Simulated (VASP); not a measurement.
# Ti2AlN3 (P6/mmm) in VASP: relaxation of cell and atoms with PBE

Aim: the relaxation of cell and atoms of Ti2AlN3 with PBE.

Program: VASP 6.6.1. These are calculated values, not measurements. Logs are shortened: lines on timing, memory, paths and dates and some standing lists are left out, and cuts for length are marked.

## 1. The cell of the first run

It takes space group P6/mmm (No. 191, hexagonal). Conventional cell: a = 4.840 Å, b = 4.840 Å, c = 3.759 Å, α = 90.00°, β = 90.00°, γ = 120.00°. Ti (site symmetry -6m2) has 6 N at 2.34 Å and 3 Ti at 2.79 Å and 3 Al at 2.79 Å within 3.1 Å. Within 3.8 Å of Al (site symmetry 6/mmm) lie 6 Ti at 2.79 Å and 12 N at 3.06 Å and 2 Al at 3.76 Å. Within 3.1 Å of N (site symmetry mmm) lie 4 Ti at 2.34 Å and 4 N at 2.42 Å and 4 Al at 3.06 Å.

The cell was generated, and may not be a known phase.

## 2. Relaxation of cell and atoms, PBE, collinear spin

The input, INCAR:

```
SYSTEM = Ti2AlN3
PREC = Accurate
ENCUT = 600
EDIFF = 1E-6
ISMEAR = 0
SIGMA = 0.1
LREAL = .FALSE.
LASPH = .TRUE.
NELM = 150
ALGO = Normal
ISIF = 3
LWAVE = .FALSE.
LCHARG = .FALSE.
ISPIN = 2
MAGMOM = 1 1 0 0 0 0
LORBIT = 11
LMAXMIX = 4
GGA = PE
IBRION = 2
NSW = 90
EDIFFG = -0.04
```

The input, KPOINTS:

```
Automatic mesh
0
G
  6 6 4
  0 0 0
```

The input, POSCAR:

```
Ti2AlN3
1.0
    4.8395198800      0.0000000000      0.0000000000
   -2.4197599400      4.1911471600      0.0000000000
    0.0000000000      0.0000000000      3.7592622200
Ti Al N
2 1 3
Direct
    0.6666666700      0.3333333300      0.0000000000
    0.3333333300      0.6666666700      0.0000000000
    0.0000000000      0.0000000000      0.0000000000
    0.5000000000      0.0000000000      0.5000000000
    0.5000000000      0.5000000000      0.5000000000
    0.0000000000      0.5000000000      0.5000000000
```

Potentials or basis: VASP PAW PBE potentials, release 64 (Ti_sv, Al, N).

On the command line:

```
cat potpaw_PBE.64/Ti_sv/POTCAR potpaw_PBE.64/Al/POTCAR potpaw_PBE.64/N/POTCAR > POTCAR
mpirun -np 1 vasp_std > vasp.out
```

OUTCAR:

```text
SYSTEM = Ti2AlN3
   PREC = Accurate
   ENCUT = 600
   EDIFF = 1E-6
   ISMEAR = 0
   LREAL = .FALSE.
   LASPH = .TRUE.
   NELM = 150
   ISIF = 3
   ISPIN = 2
   LORBIT = 11
   GGA = PE
   IBRION = 2
   NSW = 90
   EDIFFG = -0.04

 ion  position               nearest neighbor table
   1  0.667  0.333  0.000-   6 2.34   6 2.34   4 2.34   4 2.34   5 2.34   5 2.34   3 2.79   2 2.79
                             2 2.79   3 2.79   3 2.79   2 2.79
   2  0.333  0.667  0.000-   6 2.34   6 2.34   4 2.34   4 2.34   5 2.34   5 2.34   3 2.79   1 2.79
                             1 2.79   3 2.79   3 2.79   1 2.79
   3  0.000  0.000  0.000-   1 2.79   2 2.79   1 2.79   2 2.79   1 2.79   2 2.79
   4  0.500  0.000  0.500-   1 2.34   2 2.34   1 2.34   2 2.34
   5  0.500  0.500  0.500-   1 2.34   2 2.34   1 2.34   2 2.34
   6  0.000  0.500  0.500-   1 2.34   2 2.34   1 2.34   2 2.34

  LATTYP: Found a hexagonal cell.
 ALAT       =     4.8395198800
 C/A-ratio  =     0.7767841259

  Lattice vectors:

 A1 = (   4.8395198800,   0.0000000000,   0.0000000000)
 A2 = (  -2.4197599400,   4.1911471600,   0.0000000000)
 A3 = (   0.0000000000,   0.0000000000,   3.7592622200)

Analysis of symmetry for initial positions (statically):
=====================================================================
 Subroutine PRICEL returns:
 Original cell was already a primitive cell.

 Routine SETGRP: Setting up the symmetry group for a
 hexagonal supercell.

 Subroutine GETGRP returns: Found 24 space group operations
 (whereof 24 operations were pure point group operations)
 out of a pool of 24 trial point group operations.

The static configuration has the point symmetry D_6h.

Analysis of symmetry for dynamics (positions and initial velocities):
=====================================================================
 Subroutine PRICEL returns:
 Original cell was already a primitive cell.

 Routine SETGRP: Setting up the symmetry group for a
 hexagonal supercell.

 Subroutine GETGRP returns: Found 24 space group operations
 (whereof 24 operations were pure point group operations)
 out of a pool of 24 trial point group operations.

The dynamic configuration has the point symmetry D_6h.

Analysis of structural, dynamic, and magnetic symmetry:
=====================================================================
 Subroutine PRICEL returns:
 Original cell was already a primitive cell.

 Routine SETGRP: Setting up the symmetry group for a
 hexagonal supercell.

 Subroutine GETGRP returns: Found 24 space group operations
 (whereof 24 operations were pure point group operations)
 out of a pool of 24 trial point group operations.

The overall configuration has the point symmetry D_6h.

 Subroutine INISYM returns: Found 24 space group operations
 (whereof 24 operations are pure point group operations),
 and found     1 'primitive' translations

----------------------------------------------------------------------------------------

                                     Primitive cell

  volume of cell :      76.2496

  direct lattice vectors                    reciprocal lattice vectors
     4.839519880  0.000000000  0.000000000     0.206632068  0.119299080  0.000000000
    -2.419759940  4.191147160  0.000000000     0.000000000  0.238598160  0.000000000
     0.000000000  0.000000000  3.759262220     0.000000000  0.000000000  0.266009643

  length of vectors
     4.839519880  4.839519882  3.759262220     0.238598160  0.238598160  0.266009643

  position of ions in fractional coordinates (direct lattice)
     0.666666670  0.333333330  0.000000000
     0.333333330  0.666666670  0.000000000
     0.000000000  0.000000000  0.000000000
     0.500000000  0.000000000  0.500000000
     0.500000000  0.500000000  0.500000000
     1.000000000  0.500000000  0.500000000

  ion indices of the primitive-cell ions
   primitive index   ion index
                 1           1
                 2           2
                 3           3
                 4           4
                 5           5
                 6           6

----------------------------------------------------------------------------------------

 KPOINTS: Automatic mesh

Automatic generation of k-mesh.
 Grid dimensions read from file:
 generate k-points for:    6    6    4

 Generating k-lattice:

  Cartesian coordinates                     Fractional coordinates (reciprocal lattice)
     0.034438678  0.019883180  0.000000000     0.166666667 -0.000000000  0.000000000
     0.000000000  0.039766360  0.000000000     0.000000000  0.166666667  0.000000000
     0.000000000  0.000000000  0.066502411     0.000000000  0.000000000  0.250000000

  Length of vectors
     0.039766360  0.039766360  0.066502411

  Shift w.r.t. Gamma in fractional coordinates (k-lattice)
     0.000000000  0.000000000  0.000000000

 Subroutine IBZKPT returns following result:
 ===========================================

 Found     21 irreducible k-points:

 Following reciprocal coordinates:
            Coordinates               Weight
  0.000000  0.000000  0.000000      1.000000
  0.166667  0.000000  0.000000      6.000000
  0.333333  0.000000  0.000000      6.000000
  0.500000  0.000000  0.000000      3.000000
  0.166667  0.166667  0.000000      6.000000
  0.333333  0.166667  0.000000     12.000000
[... 13 lines left out ...]
  0.333333  0.166667  0.500000     12.000000
  0.333333  0.333333  0.500000      2.000000
   k-points           NKPTS =     21   k-points in BZ     NKDIM =     21   number of bands    NBANDS=     26
   number of dos      NEDOS =    301   number of ions     NIONS =      6
   total plane-waves  NPLWV =  48000
   dimension x,y,z NGX =    40 NGY =   40 NGZ =   30
   dimension x,y,z NGXF=    80 NGYF=   80 NGZF=   60
   ions per type =               2   1   3
   NGX,Y,Z   is equivalent  to a cutoff of  13.74, 13.74, 13.27 a.u.
   NGXF,Y,Z  is equivalent  to a cutoff of  27.48, 27.48, 26.53 a.u.
 SYSTEM =  Ti2AlN3
   PREC   = accura    normal or accurate (medium, high low for compatibility)
   ISTART =      0    job   : 0-new  1-cont  2-samecut
   ICHARG =      2    charge: 1-file 2-atom 10-const
   ISPIN  =      2    spin polarized calculation?
   LNONCOLLINEAR =      F non collinear calculations
   LSORBIT =      F    spin-orbit coupling
   LASPH  =      T    aspherical Exc in radial PAW
   ENCUT  =  600.0 eV  44.10 Ry    6.64 a.u.   9.67  9.67  7.51*2*pi/ulx,y,z
   NELM   =    150;   NELMIN=  2; NELMDL= -5     # of ELM steps
   EDIFF  = 0.1E-05   stopping-criterion for ELM
   LREAL  =      F    real-space projection
   EDIFFG = -.4E-01   stopping-criterion for IOM
   NSW    =     90    number of steps for IOM
   IBRION =      2    ionic relax: 0-MD 1-quasi-New 2-CG
   NFREE  =      1    steps in history (QN), initial steepest desc. (CG)
   ISIF   =      3    stress and relaxation
   ISYM   =      2    0-nonsym 1-usesym 2-fastsym
   POTIM  = 0.5000    time-step for ionic-motion
   TEBEG  =    0.0;   TEEND  =   0.0 temperature during run
   PSTRESS=    0.0 pullay stress
   NELECT =      42.0000    total number of electrons
   NUPDOWN=      -1.0000    fix difference up-down
   EMIN   =  10.00;   EMAX   =-10.00  energy-range for DOS
   EFERMI =   0.00;   METHOD = LEGACY
   ISMEAR =     0;   SIGMA  =   0.10  broadening in eV -4-tet -1-fermi 0-gaus
   EFERMI_NEDOS =   21; number of points for ismear=-14 and -15
   IALGO  =     38    algorithm
   IMIX   =      4    mixing-type and parameters
     AMIX     =   0.40;   BMIX     =  1.00
     AMIX_MAG =   1.60;   BMIX_MAG =  1.00
  volume/ion in A,a.u.               =      12.71        85.76
  Fermi-wavevector in a.u.,A,eV,Ry     =   1.341978  2.535970 24.502791  1.800904
  Thomas-Fermi vector in A             =   2.470168
   LORBIT       =     11    0 simple, 1 ext, 2 COOP (PROOUT), +10 PAW based schemes
   GGA     = PE    functional components
   LHFCALC =     F    Hartree Fock is set to
   AEXX    =    0.0000 exact exchange contribution
   IVDW    =     0    specifies the selected vdW correction
   LEPSILON=     F    determine dielectric tensor
   LRPA    =     F    only Hartree local field effects (RPA)
 conjugate gradient relaxation of ions
 spin polarized calculation
 Gauss-broadening in eV      SIGMA  =   0.10
  energy-cutoff  :      600.00
  volume of cell :       76.25
 maximum number of plane-waves:      2571
 NGX is ok and might be reduce to    40
   NGX = 19   NGY = 19   NGZ = 15

--------------------------------------- Ionic step        1  -------------------------------------------

 number of electron      42.0000003 magnetization      -0.0003130

 number of electron      42.0000003 magnetization       0.0001218

 Free energy of the ion-electron system (eV)
  ---------------------------------------------------
  ext. energy  EPLUGINS =         0.00000000
  ---------------------------------------------------
  free energy    TOTEN  =       -41.85553724 eV

  energy without entropy =      -41.83255804  energy(sigma->0) =      -41.84404764

------------------------ aborting loop because EDIFF is reached ----------------------------------------

  FORCE on cell =-STRESS in cart. coord.  units (eV):
  Direction    XX          YY          ZZ          XY          YZ          ZX
  --------------------------------------------------------------------------------------
  -------------------------------------------------------------------------------------
  Total       -0.9318845     -0.9318846    -26.6719857      0.0000000     -0.0000000      0.0000000
  in kB      -19.5810008    -19.5810008   -560.4387079      0.0000000     -0.0000000      0.0000000
  external PRESSURE =    -199.8669032 kB  Pullay stress =       0.0000000 kB
[... 105 lines left out ...]
  FREE ENERGIE OF THE ION-ELECTRON SYSTEM (eV)
  ---------------------------------------------------
  free  energy   TOTEN  =       -46.7823628439 eV

  energy  without entropy=      -46.7718911949  energy(sigma->0) =      -46.77712702

[... ionic steps 4 to 7 ...]

--------------------------------------- Ionic step        8  -------------------------------------------

 number of electron      42.0000006 magnetization       0.0000003

 number of electron      42.0000006 magnetization      -0.0000001

------------------------ aborting loop because EDIFF is reached ----------------------------------------

  FORCE on cell =-STRESS in cart. coord.  units (eV):
  Direction    XX          YY          ZZ          XY          YZ          ZX
  --------------------------------------------------------------------------------------
  -------------------------------------------------------------------------------------
  Total        0.1730210      0.1730210     -0.9490028      0.0000000      0.0000000      0.0000000
  in kB        4.0607297      4.0607297    -22.2726990      0.0000000      0.0000000      0.0000000
  external PRESSURE =      -4.7170799 kB  Pullay stress =       0.0000000 kB
[... 69 lines left out ...]
--------------------------------------- Ionic step       10  -------------------------------------------

 number of electron      42.0000006 magnetization       0.0000001

 number of electron      42.0000006 magnetization      -0.0000001

 Free energy of the ion-electron system (eV)
  ---------------------------------------------------
  ext. energy  EPLUGINS =         0.00000000
  ---------------------------------------------------
  free energy    TOTEN  =       -48.92420266 eV

  energy without entropy =      -48.91147059  energy(sigma->0) =      -48.91783663

 E-fermi :   7.8178     XC(G=0): -11.5963

 val. band max:        7.8039125713   @ k =   0.3333   0.0000   0.5000
 cond. band min:       7.8323191317   @ k =   0.1667   0.0000   0.5000
 fundamental gap:      0.0284065604
 Fermi energy:         7.8177827473

 spin component 1

 k-point     1 :       0.0000    0.0000    0.0000
  band No.  band energies     occupation
      1     -49.3349      1.00000
      2     -49.3004      1.00000
      3     -25.7331      1.00000
      4     -25.7331      1.00000
      5     -25.5372      1.00000
      6     -25.5372      1.00000
[... 598 lines left out ...]
     25      10.0213      0.00000
     26      11.4517      0.00000
 Fermi energy:         7.8177827473

 spin component 2

 k-point     1 :       0.0000    0.0000    0.0000
  band No.  band energies     occupation
      1     -49.3349      1.00000
      2     -49.3004      1.00000
      3     -25.7331      1.00000
      4     -25.7331      1.00000
      5     -25.5372      1.00000
      6     -25.5372      1.00000
[... 631 lines left out ...]
  FREE ENERGIE OF THE ION-ELECTRON SYSTEM (eV)
  ---------------------------------------------------
  free  energy   TOTEN  =       -48.9242026625 eV

  energy  without entropy=      -48.9114705936  energy(sigma->0) =      -48.91783663

 reached required accuracy - stopping structural energy minimisation

 total charge

# of ion       s       p       d       tot
------------------------------------------
    1        2.204   6.255   1.919  10.377
    2        2.204   6.255   1.919  10.377
    3        0.553   0.188   0.000   0.741
    4        1.270   2.410   0.000   3.681
    5        1.270   2.410   0.000   3.681
    6        1.270   2.410   0.000   3.681
--------------------------------------------------
tot          8.772  19.928   3.838  32.538

 magnetization (x)

# of ion       s       p       d       tot
------------------------------------------
    1       -0.000   0.000   0.000   0.000
    2       -0.000   0.000   0.000   0.000
    3        0.000   0.000   0.000   0.000
    4        0.000   0.000   0.000   0.000
    5        0.000   0.000   0.000   0.000
    6        0.000   0.000   0.000   0.000
--------------------------------------------------
tot          0.000   0.000   0.000   0.000
```

It took 15 min on 1 thread of Oxide Virtual Turin-like, shared host; peak memory 0.27 GiB.

What came out:

| Quantity | Value |
| --- | --- |
| Free energy | -48.9242 eV |
| Relaxed volume | 11.39 Å³/atom |
| Relaxed cell | a = 5.377 Å, b = 5.377 Å, c = 2.731 Å, α = 90.00°, β = 90.00°, γ = 120.00° |
| Space group after relaxing (to 0.1 Å) | P6/mmm (No. 191) |
| Energy gained by relaxing | 1178.1 meV/atom |
| Ionic steps | 10 |
| Pressure after relaxing | -0.4 GPa |
| Band gap on the k mesh | zero (filled and empty bands overlap) |
| Net moment | 0.00 μB per cell |
| Valence electrons inside the program's atomic spheres | Ti 10.38; Al 0.74; N 3.68 |

Step by step:
| step | energy change (eV) | largest force (eV/Å) | pressure (GPa) | volume (Å³) |
| --- | --- | --- | --- | --- |
| 1 | 0.0000 | 0.0000 | -19.99 | 76.25 |
| 2 | -4.8771 | 0.0000 | 24.81 | 59.00 |
| 3 | -4.9268 | 0.0000 | 31.93 | 57.84 |
| 4 | -5.9877 | 0.0000 | 38.93 | 59.41 |
| 5 | -6.2037 | 0.0000 | 35.14 | 59.17 |
| 6 | -7.0263 | 0.0000 | -5.85 | 70.38 |
| 7 | -7.0664 | 0.0000 | 0.02 | 68.08 |
| 8 | -7.0663 | 0.0000 | -0.47 | 68.27 |
| 9 | -7.0685 | 0.0000 | -0.39 | 68.34 |
| 10 | -7.0687 | 0.0000 | -0.36 | 68.37 |

Final structure:
```
CELL_PARAMETERS angstrom
5.37685 0.00000 0.00000
-2.68843 4.65649 0.00000
0.00000 0.00000 2.73058
ATOMIC_POSITIONS crystal
Ti 0.66667 0.33333 0.00000
Ti 0.33333 0.66667 0.00000
Al 0.00000 0.00000 0.00000
N 0.50000 0.00000 0.50000
N 0.50000 0.50000 0.50000
N 0.00000 0.50000 0.50000
```

Caveat: the k points lie up to 0.58 Å⁻¹ apart in the final cell, too coarse for converged energies and pressures of a metal; a cell axis changed by over 15 % at a fixed basis, so the end point is rough.

The gap in the log of VASP goes by the Fermi energy; the results here count the filled bands.